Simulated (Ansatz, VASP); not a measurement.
AlN: VASP beside Ansatz

Contents of POSCAR:

```
AlN
1.0
    2.1849006262     -2.1849006262      0.0000000000
    2.1849006262      0.0000000000     -2.1849006262
   11.6529489997      7.2829292572      7.2829292572
Al N
6 6
Direct
    0.7361201400     -0.2638798600      0.3958000000
    0.1805701400      0.1805701400      0.2291333333
    0.2916701400      0.2916701400      0.5624666667
    0.4027701400      0.4027701400      0.8958000000
   -0.1527798600     -0.1527798600      0.7291333333
    0.6250201400      0.6250201400      0.0624666667
    0.3750076400      0.3750076400      0.4374666667
    0.8194576400      0.8194576400      0.2708000000
   -0.0694423600     -0.0694423600      0.6041333333
    0.0416576400      0.0416576400      0.9374666667
   -0.5138923600     -0.5138923600      0.7708000000
    0.2639076400      0.2639076400      0.1041333333
```

The input INCAR.step1:

```
SYSTEM = AlN
ALGO = Normal ; EDIFF = 1E-4
ENCUT = 520 ; GGA = PE
ISMEAR = 0 ; LASPH = .TRUE.
LCHARG = .FALSE. ; LREAL = .FALSE.
LWAVE = .TRUE. ; NBANDS = 36
NELM = 100 ; PREC = Accurate
SIGMA = 0.05
```

INCAR.step2

```
SYSTEM = AlN
ALGO = Normal ; EDIFF = 1E-7
ENCUT = 520 ; ISIF = 2
ISMEAR = 0 ; ISTART = 1
LASPH = .TRUE. ; LCHARG = .FALSE.
LMIXTAU = .TRUE. ; LREAL = .FALSE.
LWAVE = .FALSE. ; METAGGA = R2SCAN
NBANDS = 36 ; NELM = 100
PREC = Accurate ; SIGMA = 0.05
```

KPOINTS

```
k-points
0
G
  8 8 2
  0 0 0
```

Input for Ansatz:

```yaml
crystal:
  lattice:
    - [2.1849006262, -2.1849006262, 0.0]
    - [2.1849006262, 0.0, -2.1849006262]
    - [11.6529489997, 7.2829292572, 7.2829292572]
  atoms:
    - { symbol: Al, position: [0.73612014, -0.26387986, 0.3958] }
    - { symbol: Al, position: [0.18057014, 0.18057014, 0.2291333333] }
    - { symbol: Al, position: [0.29167014, 0.29167014, 0.5624666667] }
    - { symbol: Al, position: [0.40277014, 0.40277014, 0.8958] }
    - { symbol: Al, position: [-0.15277986, -0.15277986, 0.7291333333] }
    - { symbol: Al, position: [0.62502014, 0.62502014, 0.0624666667] }
    - { symbol: "N", position: [0.37500764, 0.37500764, 0.4374666667] }
    - { symbol: "N", position: [0.81945764, 0.81945764, 0.2708] }
    - { symbol: "N", position: [-0.06944236, -0.06944236, 0.6041333333] }
    - { symbol: "N", position: [0.04165764, 0.04165764, 0.9374666667] }
    - { symbol: "N", position: [-0.51389236, -0.51389236, 0.7708] }
    - { symbol: "N", position: [0.26390764, 0.26390764, 0.1041333333] }
basis:
  ecutwfc: 500
kpoints:
  mp_grid: { grid: [8, 8, 2] }
hamiltonian:
  xc: r2scan
scf:
  occupations: { method: gaussian, width: 0.05 }
output:
  forces: true
  stress: true
  eigenvalues: true
  write_density: true
  write_potential: true
  elf: true
  volumetric_format: npy
```

Alike in both runs: task single point; functional r2SCAN; k mesh 8 × 8 × 2; occupations gaussian, width 0.05 eV; no spin polarisation.

|  | VASP | Ansatz |
| --- | --- | --- |
| version | VASP 6.6.1 | Ansatz 0.2.0 |
| potentials or method | VASP PAW PBE potentials, release 64 (Al, N), cutoff 520 eV | scalar-relativistic, plane waves, PAW |
| valence electrons in the cell | 48 | 48 |

Ansatz gave:

* gap on the k mesh at the Fermi level (eV): 3.97
* least direct gap on the mesh (eV): 4.39
* pressure (GPa): -2.5
* traceless stress, the component that is largest in VASP (GPa): 0.80
* rms of the force components (eV/Å): 0.183

What did VASP give for the same quantities?

gap on the k mesh at the Fermi level (eV): 3.96; least direct gap on the mesh (eV): 4.42; pressure (GPa): -2.9; traceless stress, the component that is largest in VASP (GPa): 0.79; rms of the force components (eV/Å): 0.181.

VASP's potentials were made for PBE, not for r2SCAN. Atom by atom the forces differ by 0.003 eV/Å (rms over components).
